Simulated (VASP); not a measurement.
# O (Fm-3m) in VASP: notebook, part 2 of 2

VASP 6.6.1. Earlier steps stand in the parts before.

## (6) Single point, LDA

This run uses another cell than the first one, of 7.21 Å³/atom, 1.111 times its volume.

INCAR reads:

```
SYSTEM = O
PREC     = Accurate       ! precision mode
ENCUT    = 520            ! plane-wave cutoff, eV
EDIFF    = 1E-6           ! SCF threshold, eV
ISMEAR   = -1             ! smearing method
SIGMA    = 0.08           ! smearing width, eV
LREAL    = .False.        ! projectors in reciprocal space
LASPH    = .True.         ! aspherical terms in the spheres
NELM     = 80             ! most SCF steps
ALGO     = Normal         ! electronic algorithm
ISIF     = 2              ! what is computed and relaxed
LWAVE    = .False.        ! write WAVECAR
LCHARG   = .False.        ! write CHGCAR
NBANDS   = 9              ! bands
```

KPOINTS reads:

```
regular mesh
0
Gamma
  18 18 18
  0 0 0
```

POSCAR reads:

```
O
1.0
    0.0000000000      1.5331299426      1.5331299426
    1.5331299426      0.0000000000      1.5331299426
    1.5331299426      1.5331299426      0.0000000000
O
1
Direct
    0.0000000000      0.0000000000      0.0000000000
```

Potentials or basis: VASP PAW LDA potentials, release 64 (O).

Started as:

```console
$ cat potpaw_LDA.64/O/POTCAR > POTCAR
$ mpirun -np 1 vasp_std > vasp.out
```

OUTCAR:

```text
SYSTEM = O
   PREC = Accurate
   ENCUT = 520
   EDIFF = 1E-6
   ISMEAR = -1
   LREAL = .False.
   LASPH = .True.
   NELM = 80
   ISIF = 2

 ion  position               nearest neighbor table
   1  0.000  0.000  0.000-

  LATTYP: Found a face centered cubic cell.
 ALAT       =     3.0662598852

  Lattice vectors:

 A1 = (   0.0000000000,   1.5331299426,   1.5331299426)
 A2 = (   1.5331299426,   0.0000000000,   1.5331299426)
 A3 = (   1.5331299426,   1.5331299426,   0.0000000000)

Analysis of symmetry for initial positions (statically):
=====================================================================
 Subroutine PRICEL returns:
 Original cell was already a primitive cell.

 Routine SETGRP: Setting up the symmetry group for a
 face centered cubic supercell.

 Subroutine GETGRP returns: Found 48 space group operations
 (whereof 48 operations were pure point group operations)
 out of a pool of 48 trial point group operations.

The static configuration has the point symmetry O_h .

Analysis of symmetry for dynamics (positions and initial velocities):
=====================================================================
 Subroutine PRICEL returns:
 Original cell was already a primitive cell.

 Routine SETGRP: Setting up the symmetry group for a
 face centered cubic supercell.

 Subroutine GETGRP returns: Found 48 space group operations
 (whereof 48 operations were pure point group operations)
 out of a pool of 48 trial point group operations.

The dynamic configuration has the point symmetry O_h .

 Subroutine INISYM returns: Found 48 space group operations
 (whereof 48 operations are pure point group operations),
 and found     1 'primitive' translations

----------------------------------------------------------------------------------------

                                     Primitive cell

  volume of cell :       7.2072

  direct lattice vectors                    reciprocal lattice vectors
     0.000000000  1.533129943  1.533129943    -0.326130216  0.326130216  0.326130216
     1.533129943  0.000000000  1.533129943     0.326130216 -0.326130216  0.326130216
     1.533129943  1.533129943  0.000000000     0.326130216  0.326130216 -0.326130216

  length of vectors
     2.168173158  2.168173158  2.168173158     0.564874105  0.564874105  0.564874105

  position of ions in fractional coordinates (direct lattice)
     0.000000000  0.000000000  0.000000000

  ion indices of the primitive-cell ions
   primitive index   ion index
                 1           1

----------------------------------------------------------------------------------------

 KPOINTS: regular mesh

Automatic generation of k-mesh.
 Grid dimensions read from file:
 generate k-points for:   18   18   18

 Generating k-lattice:

  Cartesian coordinates                     Fractional coordinates (reciprocal lattice)
    -0.018118345  0.018118345  0.018118345     0.055555556  0.000000000  0.000000000
     0.018118345 -0.018118345  0.018118345     0.000000000  0.055555556  0.000000000
     0.018118345  0.018118345 -0.018118345     0.000000000  0.000000000  0.055555556

  Length of vectors
     0.031381895  0.031381895  0.031381895

  Shift w.r.t. Gamma in fractional coordinates (k-lattice)
     0.000000000  0.000000000  0.000000000

 Subroutine IBZKPT returns following result:
 ===========================================

 Found    195 irreducible k-points:

 Following reciprocal coordinates:
            Coordinates               Weight
  0.000000  0.000000  0.000000      1.000000
  0.055556  0.000000  0.000000      8.000000
  0.111111  0.000000  0.000000      8.000000
  0.166667  0.000000  0.000000      8.000000
  0.222222  0.000000  0.000000      8.000000
  0.277778  0.000000  0.000000      8.000000
[... 16 lines left out ...]
 -0.277778  0.055556  0.000000     24.000000
 -0.222222  0.055556  0.000000     24.000000
 [... further k-points ...]
   k-points           NKPTS =    195   k-points in BZ     NKDIM =    195   number of bands    NBANDS=      9
   number of dos      NEDOS =    301   number of ions     NIONS =      1
   total plane-waves  NPLWV =   4096
   dimension x,y,z NGX =    16 NGY =   16 NGZ =   16
   dimension x,y,z NGXF=    32 NGYF=   32 NGZF=   32
   ions per type =               1
   NGX,Y,Z   is equivalent  to a cutoff of  12.27, 12.27, 12.27 a.u.
   NGXF,Y,Z  is equivalent  to a cutoff of  24.54, 24.54, 24.54 a.u.
 SYSTEM =  O
   PREC   = accura    normal or accurate (medium, high low for compatibility)
   ISTART =      0    job   : 0-new  1-cont  2-samecut
   ICHARG =      2    charge: 1-file 2-atom 10-const
   ISPIN  =      1    spin polarized calculation?
   LNONCOLLINEAR =      F non collinear calculations
   LSORBIT =      F    spin-orbit coupling
   LASPH  =      T    aspherical Exc in radial PAW
   ENCUT  =  520.0 eV  38.22 Ry    6.18 a.u.   4.03  4.03  4.03*2*pi/ulx,y,z
   NELM   =     80;   NELMIN=  2; NELMDL= -5     # of ELM steps
   EDIFF  = 0.1E-05   stopping-criterion for ELM
   LREAL  =      F    real-space projection
   EDIFFG = 0.1E-04   stopping-criterion for IOM
   NSW    =      0    number of steps for IOM
   IBRION =     -1    ionic relax: 0-MD 1-quasi-New 2-CG
   NFREE  =      0    steps in history (QN), initial steepest desc. (CG)
   ISIF   =      2    stress and relaxation
   ISYM   =      2    0-nonsym 1-usesym 2-fastsym
   POTIM  = 0.5000    time-step for ionic-motion
   TEBEG  =    0.0;   TEEND  =   0.0 temperature during run
   PSTRESS=    0.0 pullay stress
   NELECT =       6.0000    total number of electrons
   NUPDOWN=      -1.0000    fix difference up-down
   EMIN   =  10.00;   EMAX   =-10.00  energy-range for DOS
   EFERMI =   0.00;   METHOD = LEGACY
   ISMEAR =    -1;   SIGMA  =   0.08  broadening in eV -4-tet -1-fermi 0-gaus
   EFERMI_NEDOS =   21; number of points for ismear=-14 and -15
   IALGO  =     38    algorithm
   IMIX   =      4    mixing-type and parameters
     AMIX     =   0.40;   BMIX     =  1.00
     AMIX_MAG =   1.60;   BMIX_MAG =  1.00
  volume/ion in A,a.u.               =       7.21        48.64
  Fermi-wavevector in a.u.,A,eV,Ry     =   1.540055  2.910282 32.269890  2.371770
  Thomas-Fermi vector in A             =   2.646196
   LORBIT       =      0    0 simple, 1 ext, 2 COOP (PROOUT), +10 PAW based schemes
   GGA     = CA    functional components
   LHFCALC =     F    Hartree Fock is set to
   AEXX    =    0.0000 exact exchange contribution
   IVDW    =     0    specifies the selected vdW correction
   LEPSILON=     F    determine dielectric tensor
   LRPA    =     F    only Hartree local field effects (RPA)
 non-spin polarized calculation
  energy-cutoff  :      520.00
  volume of cell :        7.21
 maximum number of plane-waves:       202
   NGX =  9   NGY =  9   NGZ =  9

 number of electron       6.0000002 magnetization

 Free energy of the ion-electron system (eV)
  ---------------------------------------------------
  ext. energy  EPLUGINS =         0.00000000
  ---------------------------------------------------
  free energy    TOTEN  =        -3.11475375 eV

  energy without entropy =       -3.09327142  energy(sigma->0) =       -3.10401259

 E-fermi :   3.0130     XC(G=0): -13.2276

 val. band max:        3.0064544007   @ k =   0.4444   0.3333   0.1111
 cond. band min:       3.0236086856   @ k =   0.5000   0.2778   0.0556
 fundamental gap:      0.0171542850
 Fermi energy:         3.0130318170

 k-point     1 :       0.0000    0.0000    0.0000
  band No.  band energies     occupation
      1     -19.0311      2.00000
      2       5.1718      0.00000
      3       5.1718      0.00000
      4       5.1718      0.00000
      5      23.0516      0.00000
      6      38.5802      0.00000
      7      38.5802      0.00000
      8      38.5802      0.00000
      9      43.3899      0.00000

 k-point     2 :       0.0556    0.0000    0.0000
  band No.  band energies     occupation
      1     -18.9289      2.00000
      2       4.8984      0.00000
      3       5.1416      0.00000
      4       5.1416      0.00000
      5      23.2085      0.00000
      6      37.1981      0.00000
      7      38.7001      0.00000
      8      38.7001      0.00000
      9      44.9510      0.00000
[... 253 lines left out ...]
 k-point    24 :      -0.2222    0.0556    0.0000
  band No.  band energies     occupation
      1     -17.1135      2.00000
      2       0.9213      2.00000
      3       4.3559      0.00000
      4       4.8440      0.00000
      5      25.1406      0.00000
      6      30.8303      0.00000
      7      37.3508      0.00000
      8      38.9202      0.00000
      9      44.7935      0.00000

 [... further k-points ...]
[... 5 lines left out ...]
  --------------------------------------------------------------------------------------
  -------------------------------------------------------------------------------------
  Total       -0.0011124     -0.0011124     -0.0011124      0.0000000     -0.0000000     -0.0000000
  in kB       -0.2472918     -0.2472918     -0.2472918      0.0000000     -0.0000000     -0.0000000
  external PRESSURE =      -0.2472918 kB  Pullay stress =       0.0000000 kB

 VOLUME and BASIS-vectors are now :
 -----------------------------------------------------------------------------
  energy-cutoff  :      520.00
  volume of cell :        7.21
      direct lattice vectors                 reciprocal lattice vectors
     0.000000000  1.533129943  1.533129943    -0.326130216  0.326130216  0.326130216
     1.533129943  0.000000000  1.533129943     0.326130216 -0.326130216  0.326130216
     1.533129943  1.533129943  0.000000000     0.326130216  0.326130216 -0.326130216

 POSITION                                       TOTAL-FORCE (eV/Angst)
 -----------------------------------------------------------------------------------
      0.00000      0.00000      0.00000        -0.000000      0.000000     -0.000000
 -----------------------------------------------------------------------------------
    total drift:                               -0.000000      0.000000      0.000000

  FREE ENERGIE OF THE ION-ELECTRON SYSTEM (eV)
  ---------------------------------------------------
  free  energy   TOTEN  =        -3.1147537500 eV

  energy  without entropy=       -3.0932714205  energy(sigma->0) =       -3.10401259
```

Run time: 3.8 s. Hardware: 1 thread of AMD EPYC 9R45 (Zen 5), shared host; peak memory 0.08 GiB.

Results:

| Property | Result |
| --- | --- |
| Free energy | -3.1148 eV |
| Pressure | 0.0 GPa |
| Band gap on the k mesh | zero (band 3 reaches 5.17 eV, above the bottom of band 4 at 1.19 eV) |

Levels at points of the mesh, in eV from the Fermi level:
```tsv
k point	band 1	band 2	band 3	band 4	band 5	band 6	band 7
(0.00, 0.00, 0.00)	-22.04	2.16	2.16	2.16	20.04	35.57	35.57
(0.50, 0.00, 0.00)	-16.82	-7.77	1.24	1.24	22.53	26.11	32.97
(0.50, 0.50, 0.00)	-15.04	-6.53	-0.86	-0.86	17.00	21.90	31.07
```
